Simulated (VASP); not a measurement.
# C (Fmmm) in VASP: notebook

C is run at these levels: PBE+D3(BJ); tasks: single point.

Program: VASP 6.6.1. These are calculated values, not measurements. Logs are shortened: lines on timing, memory, paths and dates and some standing lists are left out, and cuts for length are marked.

### 1 The cell of the first run

The structure is orthorhombic, space group Fmmm (No. 69). The conventional cell has a = 2.466 Å, b = 4.012 Å, c = 6.799 Å, α = 90.00°, β = 90.00°, γ = 90.00°. C (site symmetry m2m) has 3 C at 1.34 to 1.40 Å within 1.8 Å.

### 2 Single point, PBE+D3(BJ) (strain -0.0600 x Voigt [0, 1, 0, 0, 0, 0])

INCAR reads:

```
SYSTEM = C
  ALGO = Normal
  EDIFF = 1E-6
  ENCUT = 520
  GGA = PE
  ISIF = 2
  ISMEAR = 0
  IVDW = 12
  LASPH = .TRUE.
  LCHARG = .FALSE.
  LREAL = .FALSE.
  LWAVE = .FALSE.
  NBANDS = 16
  NELM = 80
  PREC = Accurate
  SIGMA = 0.15
```

KPOINTS reads:

```
k-points
0
G
  22 22 8
  0 0 0
```

POSCAR reads:

```
C
1.0
    1.2327689981     -2.0060973496      0.0000000000
    1.2327689981      2.0060973496      0.0000000000
    0.0000000000      0.0000000000      6.7989836842
C
4
Direct
    0.0833101797      0.9166898203      0.7500000000
    0.5833101797      0.4166898203      0.2500000000
    0.9166898203      0.0833101797      0.2500000000
    0.4166898203      0.5833101797      0.7500000000
```

Potentials or basis: VASP PAW PBE potentials, release 64 (C).

Command:

```sh
$ cat potpaw_PBE.64/C/POTCAR > POTCAR
$ mpirun -np 1 vasp_std > vasp.out
```

OUTCAR:

```text
SYSTEM = C
   EDIFF = 1E-6
   ENCUT = 520
   GGA = PE
   ISIF = 2
   ISMEAR = 0
   IVDW = 12
   LASPH = .TRUE.
   LREAL = .FALSE.
   NELM = 80
   PREC = Accurate
 IVDW          = 12

 ion  position               nearest neighbor table
   1  0.083  0.917  0.750-   4 1.34   4 1.40   4 1.40
   2  0.583  0.417  0.250-   3 1.34   3 1.40   3 1.40
   3  0.917  0.083  0.250-   2 1.34   2 1.40   2 1.40
   4  0.417  0.583  0.750-   1 1.34   1 1.40   1 1.40

  LATTYP: Found a base centered orthorhombic cell.
 ALAT       =     2.4655379962
 B/A-ratio  =     1.6273100254
 C/A-ratio  =     2.7576065324

  Lattice vectors:

 A1 = (   1.2327689981,  -2.0060973496,   0.0000000000)
 A2 = (   1.2327689981,   2.0060973496,   0.0000000000)
 A3 = (   0.0000000000,   0.0000000000,   6.7989836842)

Analysis of symmetry for initial positions (statically):
=====================================================================
 Subroutine PRICEL returns following result:

  LATTYP: Found a face centered orthorhombic cell.
 ALAT       =     2.4655379962
 B/A-ratio  =     1.6273100254
 C/A-ratio  =     2.7576065324

  Lattice vectors:

 A1 = (   0.0000000000,  -2.0060973496,  -3.3994918421)
 A2 = (   1.2327689981,   0.0000000000,  -3.3994918421)
 A3 = (   1.2327689981,  -2.0060973496,   0.0000000000)

   2 primitive cells build up your supercell.

 Routine SETGRP: Setting up the symmetry group for a
 base centered orthorhombic supercell.

 Subroutine GETGRP returns: Found  8 space group operations
 (whereof  4 operations were pure point group operations)
 out of a pool of  8 trial point group operations.

The static configuration has the point symmetry C_2h.
 The point group associated with its full space group is D_2h.

Analysis of symmetry for dynamics (positions and initial velocities):
=====================================================================
 Subroutine PRICEL returns following result:

  LATTYP: Found a face centered orthorhombic cell.
 ALAT       =     2.4655379962
 B/A-ratio  =     1.6273100254
 C/A-ratio  =     2.7576065324

  Lattice vectors:

 A1 = (   0.0000000000,  -2.0060973496,  -3.3994918421)
 A2 = (   1.2327689981,   0.0000000000,  -3.3994918421)
 A3 = (   1.2327689981,  -2.0060973496,   0.0000000000)

   2 primitive cells build up your supercell.

 Routine SETGRP: Setting up the symmetry group for a
 base centered orthorhombic supercell.

 Subroutine GETGRP returns: Found  8 space group operations
 (whereof  4 operations were pure point group operations)
 out of a pool of  8 trial point group operations.

The dynamic configuration has the point symmetry C_2h.
 The point group associated with its full space group is D_2h.

 Subroutine INISYM returns: Found  8 space group operations
 (whereof  4 operations are pure point group operations),
 and found     2 'primitive' translations

----------------------------------------------------------------------------------------

                                     Primitive cell

  volume of cell :      16.8143

  direct lattice vectors                    reciprocal lattice vectors
     0.000000000 -2.006097350 -3.399491842    -0.405590991 -0.249240148 -0.147080806
     1.232768998  0.000000000 -3.399491842     0.405590991  0.249240148 -0.147080806
     1.232768998 -2.006097350  0.000000000     0.405590991 -0.249240148  0.147080806

  length of vectors
     3.947273915  3.616111750  2.354601023     0.498254420  0.498254420  0.498254420

  position of ions in fractional coordinates (direct lattice)
     0.333310180  0.166689820  0.833310180
     0.666689820  0.833310180  0.166689820

  ion indices of the primitive-cell ions
   primitive index   ion index
                 1           1
                 2           4

----------------------------------------------------------------------------------------

 KPOINTS: k-points

Automatic generation of k-mesh.
 Grid dimensions read from file:
 generate k-points for:   22   22    8

 Generating k-lattice:

  Cartesian coordinates                     Fractional coordinates (reciprocal lattice)
     0.018435954 -0.011329098  0.000000000     0.045454545 -0.000000000  0.000000000
     0.018435954  0.011329098  0.000000000    -0.000000000  0.045454545  0.000000000
     0.000000000  0.000000000  0.018385101     0.000000000  0.000000000  0.125000000

  Length of vectors
     0.021638689  0.021638689  0.018385101

  Shift w.r.t. Gamma in fractional coordinates (k-lattice)
     0.000000000  0.000000000  0.000000000

 Subroutine IBZKPT returns following result:
 ===========================================

 Found    665 irreducible k-points:

 Following reciprocal coordinates:
            Coordinates               Weight
  0.000000  0.000000  0.000000      1.000000
  0.045455  0.000000  0.000000      4.000000
  0.090909  0.000000  0.000000      4.000000
  0.136364  0.000000  0.000000      4.000000
  0.181818 -0.000000  0.000000      4.000000
  0.227273 -0.000000  0.000000      4.000000
[... 16 lines left out ...]
  0.500000  0.045455  0.000000      4.000000
 -0.454545  0.045455  0.000000      4.000000
 [... further k-points ...]
   k-points           NKPTS =    665   k-points in BZ     NKDIM =    665   number of bands    NBANDS=     16
   number of dos      NEDOS =    301   number of ions     NIONS =      4
   total plane-waves  NPLWV =  17496
   dimension x,y,z NGX =    18 NGY =   18 NGZ =   54
   dimension x,y,z NGXF=    36 NGYF=   36 NGZF=  108
   ions per type =               4
   NGX,Y,Z   is equivalent  to a cutoff of  12.71, 12.71, 13.20 a.u.
   NGXF,Y,Z  is equivalent  to a cutoff of  25.42, 25.42, 26.41 a.u.
 SYSTEM =  C
   PREC   = accura    normal or accurate (medium, high low for compatibility)
   ISTART =      0    job   : 0-new  1-cont  2-samecut
   ICHARG =      2    charge: 1-file 2-atom 10-const
   ISPIN  =      1    spin polarized calculation?
   LNONCOLLINEAR =      F non collinear calculations
   LSORBIT =      F    spin-orbit coupling
   LASPH  =      T    aspherical Exc in radial PAW
   ENCUT  =  520.0 eV  38.22 Ry    6.18 a.u.   4.38  4.38 12.64*2*pi/ulx,y,z
   NELM   =     80;   NELMIN=  2; NELMDL= -5     # of ELM steps
   EDIFF  = 0.1E-05   stopping-criterion for ELM
   LREAL  =      F    real-space projection
[... 7 lines left out ...]
   TEBEG  =    0.0;   TEEND  =   0.0 temperature during run
   PSTRESS=    0.0 pullay stress
   NELECT =      16.0000    total number of electrons
   NUPDOWN=      -1.0000    fix difference up-down
   EMIN   =  10.00;   EMAX   =-10.00  energy-range for DOS
   EFERMI =   0.00;   METHOD = LEGACY
   ISMEAR =     0;   SIGMA  =   0.15  broadening in eV -4-tet -1-fermi 0-gaus
   EFERMI_NEDOS =   21; number of points for ismear=-14 and -15
   IALGO  =     38    algorithm
   IMIX   =      4    mixing-type and parameters
     AMIX     =   0.40;   BMIX     =  1.00
     AMIX_MAG =   1.60;   BMIX_MAG =  1.00
  volume/ion in A,a.u.               =       8.41        56.73
  Fermi-wavevector in a.u.,A,eV,Ry     =   1.278043  2.415152 22.223686  1.633395
  Thomas-Fermi vector in A             =   2.410609
   LORBIT       =      0    0 simple, 1 ext, 2 COOP (PROOUT), +10 PAW based schemes
   GGA     = PE    functional components
   LHFCALC =     F    Hartree Fock is set to
   AEXX    =    0.0000 exact exchange contribution
   IVDW    =    12    specifies the selected vdW correction
   LEPSILON=     F    determine dielectric tensor
   LRPA    =     F    only Hartree local field effects (RPA)
 non-spin polarized calculation
 Gauss-broadening in eV      SIGMA  =   0.15
  energy-cutoff  :      520.00
  volume of cell :       33.63
 maximum number of plane-waves:       935
 NGX is ok and might be reduce to    18
   NGX =  9   NGY =  9   NGZ = 25

 number of electron      16.0000001 magnetization

 Free energy of the ion-electron system (eV)
  ---------------------------------------------------
  ext. energy  EPLUGINS =         0.00000000
  ---------------------------------------------------
  free energy    TOTEN  =       -36.34414896 eV

  energy without entropy =      -36.34346324  energy(sigma->0) =      -36.34380610

 E-fermi :   5.3520     XC(G=0): -10.4157

 val. band max:        5.2593469883   @ k =   0.3636   0.3636   0.2500
 cond. band min:       5.4072442471   @ k =   0.3636   0.3636   0.1250
 fundamental gap:      0.1478972588
 Fermi energy:         5.3520326484

 k-point     1 :       0.0000    0.0000    0.0000
  band No.  band energies     occupation
      1     -15.2664      2.00000
      2     -15.0082      2.00000
      3      -3.9515      2.00000
      4      -2.1782      2.00000
      5       2.0664      2.00000
      6       2.0959      2.00000
[... 8 lines left out ...]
     15      17.6294      0.00000
     16      17.8366      0.00000

 k-point     2 :       0.0455    0.0000    0.0000
  band No.  band energies     occupation
      1     -15.2160      2.00000
      2     -14.9585      2.00000
      3      -3.8892      2.00000
      4      -2.1194      2.00000
      5       1.8715      2.00000
      6       1.9019      2.00000
[... 8 lines left out ...]
     15      17.4171      0.00000
     16      17.6511      0.00000

 k-point     3 :       0.0909    0.0000    0.0000
  band No.  band energies     occupation
      1     -15.0649      2.00000
      2     -14.8099      2.00000
      3      -3.7027      2.00000
      4      -1.9435      2.00000
      5       1.2595      2.00000
      6       1.2945      2.00000
[... 8 lines left out ...]
     15      16.8067      0.00000
     16      17.1196      0.00000
[... 362 lines left out ...]
 k-point    23 :       0.5000    0.0455    0.0000
  band No.  band energies     occupation
      1      -9.9675      2.00000
      2      -9.8556      2.00000
      3      -8.4795      2.00000
      4      -8.3817      2.00000
      5      -1.2668      2.00000
      6      -1.2460      2.00000
[... 8 lines left out ...]
     15      19.6663      0.00000
     16      20.5102      0.00000

 k-point    24 :      -0.4545    0.0455    0.0000
  band No.  band energies     occupation
      1     -10.7868      2.00000
      2     -10.6083      2.00000
      3      -7.5724      2.00000
      4      -7.4364      2.00000
      5      -1.1490      2.00000
      6      -1.1297      2.00000
[... 8 lines left out ...]
     15      19.0771      0.00000
     16      21.2400      0.00000

 [... further k-points ...]

------------------------ aborting loop because EDIFF is reached ----------------------------------------

 Edisp (eV)   -0.59691

 E8    (eV) :    -0.1688

  FORCE on cell =-STRESS in cart. coord.  units (eV):
  Direction    XX          YY          ZZ          XY          YZ          ZX
  --------------------------------------------------------------------------------------
  -------------------------------------------------------------------------------------
  Total       3.20240    17.37392    -0.06941     0.00000     0.00000     0.00000
  in kB     152.57327   827.75264    -3.30697     0.00000     0.00000     0.00000
  external pressure =      325.67 kB  Pullay stress =        0.00 kB

 VOLUME and BASIS-vectors are now :
 -----------------------------------------------------------------------------
  energy-cutoff  :      520.00
  volume of cell :       33.63
      direct lattice vectors                 reciprocal lattice vectors
     1.232768998 -2.006097350  0.000000000     0.405590991 -0.249240148  0.000000000
     1.232768998  2.006097350  0.000000000     0.405590991  0.249240148  0.000000000
     0.000000000  0.000000000  6.798983684     0.000000000  0.000000000  0.147080806

 POSITION                                       TOTAL-FORCE (eV/Angst)
 -----------------------------------------------------------------------------------
      1.23277      1.67184      5.09924         0.000000      1.391958     -0.000000
      1.23277     -0.33426      1.69975         0.000000      1.391958      0.000000
      1.23277     -1.67184      1.69975         0.000000     -1.391958     -0.000000
      1.23277      0.33426      5.09924         0.000000     -1.391958      0.000000
 -----------------------------------------------------------------------------------
    total drift:                                0.000000      0.000000      0.000000

  FREE ENERGIE OF THE ION-ELECTRON SYSTEM (eV)
  ---------------------------------------------------
  free  energy   TOTEN  =       -36.9410554091 eV

  energy  without entropy=      -36.9403696871  energy(sigma->0) =      -36.94071255
```

Wall time 7.2 min (1 thread of AMD EPYC 7R13, shared host); peak memory 0.36 GiB.

What came out:

```
Free energy                : -36.9411 eV
Pressure                   : 32.6 GPa
Largest force              : 1.392 eV/Å
Dispersion energy per atom : -0.149 eV
```

Forces on the atoms (eV/Å):
```
C    0.000  1.392  0.000
C    0.000  1.392  0.000
C    0.000 -1.392  0.000
C    0.000 -1.392  0.000
```

Stress tensor (GPa, compression positive):
```
15.26  0.00  0.00
 0.00 82.78  0.00
 0.00  0.00 -0.33
```

Caveat: the cell differs from its parent crystal (strain -0.0600 x Voigt [0, 1, 0, 0, 0, 0]); the stress differs along the axes, from -0 to 83 GPa; forces of over 1 eV/Å act on the atoms, so gaps and moduli don't describe the material at rest.

### 3 Single point, PBE+D3(BJ) (strain -0.0450 x Voigt [0, 1, 0, 0, 0, 0])

INCAR reads:

```
PREC = Accurate
ENCUT = 520
EDIFF = 1E-7
ISMEAR = 0
SIGMA = 0.15
LREAL = F
LASPH = T
NELM = 80
ALGO = Normal
ISIF = 2
LWAVE = F
LCHARG = F
GGA = PE
IVDW = 12
NBANDS = 16
```

KPOINTS reads:

```
Automatic mesh
0
Gamma
  22 22 8
```

POSCAR, as its differences from that of step 2:

```diff
@@ -2,4 +2,4 @@
 1.0
-    1.2327689981     -2.0060973496      0.0000000000
-    1.2327689981      2.0060973496      0.0000000000
+    1.2327689981     -2.0381095414      0.0000000000
+    1.2327689981      2.0381095414      0.0000000000
     0.0000000000      0.0000000000      6.7989836842
```

Potentials or basis: VASP PAW PBE potentials, release 64 (C).

Command:

```sh
$ cat potpaw_PBE.64/C/POTCAR > POTCAR
$ mpirun -np 1 vasp_std > vasp.out
```

It took 8.4 min on 1 thread of AMD EPYC 7R13, shared host; peak memory 0.36 GiB.

Results (log left out):

| Quantity | Value |
| --- | --- |
| Free energy | -37.1786 eV |
| Pressure | 23.4 GPa |
| Largest force | 0.898 eV/Å |
| Dispersion energy per atom | -0.152 eV |

Forces on the atoms (eV/Å):
```
C    0.000  0.898  0.000
C    0.000  0.898  0.000
C    0.000 -0.898  0.000
C    0.000 -0.898  0.000
```

Stress tensor (GPa, compression positive):
```
11.18  0.00  0.00
 0.00 59.18  0.00
 0.00  0.00 -0.26
```

Caveat: the cell differs from its parent crystal (strain -0.0450 x Voigt [0, 1, 0, 0, 0, 0]); the stress differs along the axes, from -0 to 59 GPa.

(Continued in part 2 of 2.)
